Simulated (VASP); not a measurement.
Wanted: the native input for a VASP 6.6.1 run.

```
Task                               : single point
Functional                         : B3LYP
Potentials or basis                : VASP PAW PBE potentials, release 64 (Te, Sn_d)
Cutoff                             : 520 eV
k mesh                             : 4 × 4 × 4
Occupations                        : fermi-dirac, width 0.05 eV
Spin                               : no spin polarisation
Dipole correction                  : no
Grid for exact exchange (PRECFOCK) : Normal
Further INCAR settings             : ALGO = Normal; EDIFF = 1e-06; NBANDS = 17
```

SnTe:

```xyz
2
Lattice="0.0000 3.6111 3.6111 3.6111 0.0000 3.6111 3.6111 3.6111 0.0000" Properties=species:S:1:pos:R:3 pbc="T T T"
Te    1.8056    1.8056    1.8056
Sn    0.0000    0.0000    0.0000
```

One way to write it, as run:

POSCAR

```
SnTe
1.0
    0.0000000000      3.6111460000      3.6111460000
    3.6111460000      0.0000000000      3.6111460000
    3.6111460000      3.6111460000      0.0000000000
Te Sn
1 1
Direct
    0.2500000000      0.2500000000      0.2500000000
    0.0000000000      0.0000000000      0.0000000000
```

INCAR.step1

```
PREC = Accurate
ENCUT = 520
EDIFF = 1E-5
ISMEAR = -1
SIGMA = 0.05
LREAL = False
LASPH = True
NELM = 60
ALGO = Normal
ISIF = 2
LWAVE = True
LCHARG = False
GGA = PE
NBANDS = 17
```

INCAR.step2

```
PREC = Accurate
ENCUT = 520
EDIFF = 1E-6
ISMEAR = -1
SIGMA = 0.05
LREAL = False
LASPH = True
NELM = 60
ALGO = Normal
ISIF = 2
LWAVE = False
LCHARG = False
GGA = B3
LHFCALC = True
AEXX = 0.2
AGGAX = 0.72
AGGAC = 0.81
ALDAC = 0.19
PRECFOCK = Normal
ISTART = 1
NBANDS = 17
```

KPOINTS

```
Automatic mesh
0
Gamma
  4 4 4
```

Potentials or basis: VASP PAW PBE potentials, release 64 (Te, Sn_d).

Command:

```console
$ cat potpaw_PBE.64/Te/POTCAR potpaw_PBE.64/Sn_d/POTCAR > POTCAR
$ cp INCAR.step1 INCAR
$ mpirun -np 1 vasp_std > vasp.out
$ cp INCAR.step2 INCAR
$ mpirun -np 1 vasp_std > vasp.out
```

Results of the run:

```
Pressure               : 0.8 GPa
Band gap on the k mesh : 0.86 eV, indirect (least direct gap 1.61 eV)
```

Caveat: the PAW data sets were made with another functional, which shifts forces and pressure a little; spin-orbit coupling is left out, which moves the levels of the heavy elements.

Wall time 14 min on 1 thread of AMD EPYC 9R45 (Zen 5), with other jobs on the host, peak memory 0.21 GiB.
